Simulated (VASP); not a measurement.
# TiAl2 (Cmmm) in VASP: further runs, part 2 of 2

VASP 6.6.1. Earlier steps stand in the parts before.

## 3. Single point, LDA (13.30 Å³/atom)

INCAR reads:

```
SYSTEM = TiAl2
PREC = Accurate ; ENCUT = 520
EDIFF = 1E-6 ; ISMEAR = 0
SIGMA = 0.15 ; LREAL = .False.
LASPH = .True. ; NELM = 60
ALGO = Fast ; ISIF = 2
LWAVE = .False. ; LCHARG = .False.
NBANDS = 27
```

KPOINTS reads:

```
regular mesh
0
Gamma
  12 12 12
  0 0 0
```

POSCAR reads:

```
TiAl2
1.0
    1.9012479005     -5.8788627606      0.0000000000
    1.9012479005      5.8788627606      0.0000000000
    0.0000000000      0.0000000000      3.5711168772
Ti Al
2 4
Direct
    0.6560576955      0.3439423045      0.0000000000
    0.3439423045      0.6560576955      0.0000000000
    0.0000000000      0.0000000000      0.0000000000
    0.8269820961      0.1730179039      0.5000000000
    0.1730179039      0.8269820961      0.5000000000
    0.5000000000      0.5000000000      0.5000000000
```

Potentials or basis: VASP PAW LDA potentials, release 64 (Ti_sv, Al).

Started as:

```
$ cat potpaw_LDA.64/Ti_sv/POTCAR potpaw_LDA.64/Al/POTCAR > POTCAR
$ mpirun -np 1 vasp_std > vasp.out
```

OUTCAR:

```text
SYSTEM = TiAl2
   PREC = Accurate
   ENCUT = 520
   EDIFF = 1E-6
   ISMEAR = 0
   LREAL = .False.
   LASPH = .True.
   NELM = 60
   ISIF = 2

 ion  position               nearest neighbor table
   1  0.656  0.344  0.000-   6 2.56   6 2.56   5 2.62   5 2.62   5 2.62   5 2.62   3 2.64   3 2.64
                             4 2.69   4 2.69   2 2.91   2 2.91
   2  0.344  0.656  0.000-   6 2.56   6 2.56   4 2.62   4 2.62   4 2.62   4 2.62   3 2.64   3 2.64
                             5 2.69   5 2.69   1 2.91   1 2.91
   3  0.000  0.000  0.000-   6 2.61   6 2.61   6 2.61   6 2.61   1 2.64   2 2.64   1 2.64   2 2.64
                             4 2.71   4 2.71   5 2.71   5 2.71
   4  0.827  0.173  0.500-   2 2.62   2 2.62   2 2.62   2 2.62   5 2.63   5 2.63   1 2.69   1 2.69
                             3 2.71   3 2.71   6 2.78   6 2.78
   5  0.173  0.827  0.500-   1 2.62   1 2.62   1 2.62   1 2.62   4 2.63   4 2.63   2 2.69   2 2.69
                             3 2.71   3 2.71   6 2.78   6 2.78
   6  0.500  0.500  0.500-   1 2.56   2 2.56   1 2.56   2 2.56   3 2.61   3 2.61   3 2.61   3 2.61
                             5 2.78   4 2.78   5 2.78   4 2.78

  LATTYP: Found a base centered orthorhombic cell.
 ALAT       =     3.8024958010
 B/A-ratio  =     3.0921074306
 C/A-ratio  =     0.9391507747

  Lattice vectors:

 A1 = (   1.9012479005,  -5.8788627606,   0.0000000000)
 A2 = (   1.9012479005,   5.8788627606,   0.0000000000)
 A3 = (   0.0000000000,   0.0000000000,   3.5711168772)

Analysis of symmetry for initial positions (statically):
=====================================================================
 Subroutine PRICEL returns:
 Original cell was already a primitive cell.

 Routine SETGRP: Setting up the symmetry group for a
 base centered orthorhombic supercell.

 Subroutine GETGRP returns: Found  8 space group operations
 (whereof  8 operations were pure point group operations)
 out of a pool of  8 trial point group operations.

The static configuration has the point symmetry D_2h.

Analysis of symmetry for dynamics (positions and initial velocities):
=====================================================================
 Subroutine PRICEL returns:
 Original cell was already a primitive cell.

 Routine SETGRP: Setting up the symmetry group for a
 base centered orthorhombic supercell.

 Subroutine GETGRP returns: Found  8 space group operations
 (whereof  8 operations were pure point group operations)
 out of a pool of  8 trial point group operations.

The dynamic configuration has the point symmetry D_2h.

 Subroutine INISYM returns: Found  8 space group operations
 (whereof  8 operations are pure point group operations),
 and found     1 'primitive' translations

----------------------------------------------------------------------------------------

                                     Primitive cell

  volume of cell :      79.8300

  direct lattice vectors                    reciprocal lattice vectors
     1.901247901 -5.878862761  0.000000000     0.262985169 -0.085050463  0.000000000
     1.901247901  5.878862761  0.000000000     0.262985169  0.085050463  0.000000000
     0.000000000  0.000000000  3.571116877     0.000000000  0.000000000  0.280024439

  length of vectors
[... 48 lines left out ...]
  0.083333 -0.000000  0.000000      4.000000
  0.166667  0.000000  0.000000      4.000000
  0.250000 -0.000000  0.000000      4.000000
  0.333333 -0.000000  0.000000      4.000000
  0.416667  0.000000  0.000000      4.000000
[... 16 lines left out ...]
  0.500000  0.166667  0.000000      4.000000
 -0.416667  0.166667  0.000000      4.000000
 [... further k-points ...]
   k-points           NKPTS =    301   k-points in BZ     NKDIM =    301   number of bands    NBANDS=     27
   number of dos      NEDOS =    301   number of ions     NIONS =      6
   total plane-waves  NPLWV =  64512
   dimension x,y,z NGX =    48 NGY =   48 NGZ =   28
   dimension x,y,z NGXF=    96 NGYF=   96 NGZF=   56
   ions per type =               2   4
   NGX,Y,Z   is equivalent  to a cutoff of  12.92, 12.92, 13.03 a.u.
   NGXF,Y,Z  is equivalent  to a cutoff of  25.83, 25.83, 26.07 a.u.
 SYSTEM =  TiAl2
   PREC   = accura    normal or accurate (medium, high low for compatibility)
   ISTART =      0    job   : 0-new  1-cont  2-samecut
   ICHARG =      2    charge: 1-file 2-atom 10-const
   ISPIN  =      1    spin polarized calculation?
   LNONCOLLINEAR =      F non collinear calculations
   LSORBIT =      F    spin-orbit coupling
   LASPH  =      T    aspherical Exc in radial PAW
   ENCUT  =  520.0 eV  38.22 Ry    6.18 a.u.  11.49 11.49  6.64*2*pi/ulx,y,z
   NELM   =     60;   NELMIN=  2; NELMDL= -5     # of ELM steps
   EDIFF  = 0.1E-05   stopping-criterion for ELM
   LREAL  =      F    real-space projection
   EDIFFG = 0.1E-04   stopping-criterion for IOM
   NSW    =      0    number of steps for IOM
   IBRION =     -1    ionic relax: 0-MD 1-quasi-New 2-CG
   NFREE  =      0    steps in history (QN), initial steepest desc. (CG)
   ISIF   =      2    stress and relaxation
   ISYM   =      2    0-nonsym 1-usesym 2-fastsym
   POTIM  = 0.5000    time-step for ionic-motion
   TEBEG  =    0.0;   TEEND  =   0.0 temperature during run
   PSTRESS=    0.0 pullay stress
   NELECT =      36.0000    total number of electrons
   NUPDOWN=      -1.0000    fix difference up-down
   EMIN   =  10.00;   EMAX   =-10.00  energy-range for DOS
   EFERMI =   0.00;   METHOD = LEGACY
   ISMEAR =     0;   SIGMA  =   0.15  broadening in eV -4-tet -1-fermi 0-gaus
   EFERMI_NEDOS =   21; number of points for ismear=-14 and -15
   IALGO  =     68    algorithm
   IMIX   =      4    mixing-type and parameters
     AMIX     =   0.40;   BMIX     =  1.00
     AMIX_MAG =   1.60;   BMIX_MAG =  1.00
  volume/ion in A,a.u.               =      13.30        89.79
  Fermi-wavevector in a.u.,A,eV,Ry     =   1.255414  2.372388 21.443656  1.576064
  Thomas-Fermi vector in A             =   2.389172
   LORBIT       =      0    0 simple, 1 ext, 2 COOP (PROOUT), +10 PAW based schemes
   GGA     = CA    functional components
   LHFCALC =     F    Hartree Fock is set to
   AEXX    =    0.0000 exact exchange contribution
   IVDW    =     0    specifies the selected vdW correction
   LEPSILON=     F    determine dielectric tensor
   LRPA    =     F    only Hartree local field effects (RPA)
 non-spin polarized calculation
 RMM-DIIS sequential band-by-band and
 Gauss-broadening in eV      SIGMA  =   0.15
  energy-cutoff  :      520.00
  volume of cell :       79.83
 maximum number of plane-waves:      2175
 NGX is ok and might be reduce to    48
   NGX = 23   NGY = 23   NGZ = 13

 number of electron      36.0000003 magnetization

 Free energy of the ion-electron system (eV)
  ---------------------------------------------------
  ext. energy  EPLUGINS =         0.00000000
  ---------------------------------------------------
  free energy    TOTEN  =       -35.79487052 eV

  energy without entropy =      -35.76388477  energy(sigma->0) =      -35.77937764

 E-fermi :  10.2774     XC(G=0): -11.8219

 val. band max:       10.2670244055   @ k =   0.0000   0.0000   0.4167
 cond. band min:      10.2799851024   @ k =  -0.1667   0.0833   0.5000
 fundamental gap:      0.0129606969
 Fermi energy:        10.2774477786

 k-point     1 :       0.0000    0.0000    0.0000
  band No.  band energies     occupation
      1     -45.3090      2.00000
      2     -45.2633      2.00000
      3     -22.1142      2.00000
      4     -22.0796      2.00000
      5     -22.0633      2.00000
      6     -22.0156      2.00000
[... 709 lines left out ...]
     26      14.6744      0.00000
     27      15.0049      0.00000

 [... further k-points ...]

------------------------ aborting loop because EDIFF is reached ----------------------------------------

  FORCE on cell =-STRESS in cart. coord.  units (eV):
  Direction    XX          YY          ZZ          XY          YZ          ZX
  --------------------------------------------------------------------------------------
  -------------------------------------------------------------------------------------
  Total        8.4514425      7.9038579     13.8340437      0.0000000      0.0000000      0.0000000
  in kB      169.6193105    158.6293620    277.6473908      0.0000000      0.0000000      0.0000000
  external PRESSURE =     201.9653544 kB  Pullay stress =       0.0000000 kB

 VOLUME and BASIS-vectors are now :
 -----------------------------------------------------------------------------
  energy-cutoff  :      520.00
  volume of cell :       79.83
      direct lattice vectors                 reciprocal lattice vectors
     1.901247901 -5.878862761  0.000000000     0.262985169 -0.085050463  0.000000000
     1.901247901  5.878862761  0.000000000     0.262985169  0.085050463  0.000000000
     0.000000000  0.000000000  3.571116877     0.000000000  0.000000000  0.280024439

 POSITION                                       TOTAL-FORCE (eV/Angst)
 -----------------------------------------------------------------------------------
      1.90125     -1.83488      0.00000        -0.000000      0.047044      0.000000
      1.90125      1.83488      0.00000        -0.000000     -0.047044      0.000000
      0.00000      0.00000      0.00000        -0.000000     -0.000000      0.000000
      1.90125     -3.84457      1.78556        -0.000000     -0.081061      0.000000
      1.90125      3.84457      1.78556        -0.000000      0.081061     -0.000000
      1.90125      0.00000      1.78556         0.000000     -0.000000      0.000000
 -----------------------------------------------------------------------------------
    total drift:                                0.000000      0.000000      0.000000

  FREE ENERGIE OF THE ION-ELECTRON SYSTEM (eV)
  ---------------------------------------------------
  free  energy   TOTEN  =       -35.7948705201 eV

  energy  without entropy=      -35.7638847652  energy(sigma->0) =      -35.77937764
```

stdout:

```text
POSCAR found type information on POSCAR TiAl
 POSCAR found :  2 types and       6 ions
 scaLAPACK will be used
 LDA part: xc-table for (Slater(with rela. corr.)+CA(PZ))
 , standard interpolation
 POSCAR, INCAR and KPOINTS ok, starting setup
 FFT: planning ... GRIDC
 FFT: planning ... GRID_SOFT
 FFT: planning ... GRID
 WAVECAR not read
 entering main loop
WARNING in EDDRMM: call to ZHEGV failed, returncode =   8  4     21
WARNING in EDDRMM: call to ZHEGV failed, returncode =   8  4     25
WARNING in EDDRMM: call to ZHEGV failed, returncode =   6  3     22
WARNING in EDDRMM: call to ZHEGV failed, returncode =   6  3     21
WARNING in EDDRMM: call to ZHEGV failed, returncode =   6  3     19
WARNING in EDDRMM: call to ZHEGV failed, returncode =   8  4     22
WARNING in EDDRMM: call to ZHEGV failed, returncode =   6  3     22
WARNING in EDDRMM: call to ZHEGV failed, returncode =   8  4     22
WARNING in EDDRMM: call to ZHEGV failed, returncode =   8  4     24
WARNING in EDDRMM: call to ZHEGV failed, returncode =   6  3     11
[... 10 lines left out ...]
WARNING in EDDRMM: call to ZHEGV failed, returncode =   6  3     16
WARNING in EDDRMM: call to ZHEGV failed, returncode =   6  3     23
WARNING in EDDRMM: call to ZHEGV failed, returncode =   6  3     13
WARNING in EDDRMM: call to ZHEGV failed, returncode =   6  3     23
WARNING in EDDRMM: call to ZHEGV failed, returncode =   6  3     24
WARNING in EDDRMM: call to ZHEGV failed, returncode =   8  4     10
WARNING in EDDRMM: call to ZHEGV failed, returncode =   6  3     15
WARNING in EDDRMM: call to ZHEGV failed, returncode =   6  3     21
WARNING in EDDRMM: call to ZHEGV failed, returncode =   8  4     26
WARNING in EDDRMM: call to ZHEGV failed, returncode =   6  3      8
```

Wall time 15 min (1 thread of AMD EPYC 9R45 (Zen 5), shared host); peak memory 0.57 GiB.

Results:

| Property | Result |
| --- | --- |
| Free energy | -35.7949 eV |
| Pressure | 20.2 GPa |
| Largest force | 0.081 eV/Å |
| Band gap on the k mesh | zero (bands 18 and 19 overlap by 1.96 eV) |

Forces in eV/Å, atoms in the order of the input:
```
Ti   0.000  0.047  0.000
Ti   0.000 -0.047  0.000
Al   0.000  0.000  0.000
Al   0.000 -0.081  0.000
Al   0.000  0.081  0.000
Al   0.000  0.000  0.000
```

Caveat: the cell stands under pressure.
